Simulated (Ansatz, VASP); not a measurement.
# Two plane-wave programs on ZnSnO2

```
Zn Sn O
1.0
     4.06421    0.00000    0.00000
     0.00000    4.06421    0.00000
     0.00000    0.00000    3.44428
Zn Sn O
1 1 2
Direct
  0.00000 0.00000 0.00000
  0.50000 0.50000 0.50000
  0.50000 0.00000 0.00000
  0.00000 0.50000 0.00000
```

Alike in both runs: task relaxation of cell and atoms; functional PBE; k mesh 12 × 12 × 14; occupations gaussian, width 0.1 eV; no spin polarisation.

```csv
,VASP,Ansatz
version,VASP 6.6.1,Ansatz 0.2.0
potentials or method,"VASP PAW PBE potentials, release 64 (Zn, Sn_d, O), cutoff 600 eV","scalar-relativistic, plane waves, PAW"
valence electrons in the cell,38,38
```

Ansatz gave:

```
relaxed volume (Å³/atom)                                        : 14.25
relaxed length of the cell vector where the two differ most in proportion (Å) : 3.459
```

Problem. Estimate VASP's values.

Solution. Relaxed volume (Å³/atom): 14.27; relaxed length of the cell vector where the two differ most in proportion (Å): 3.450.
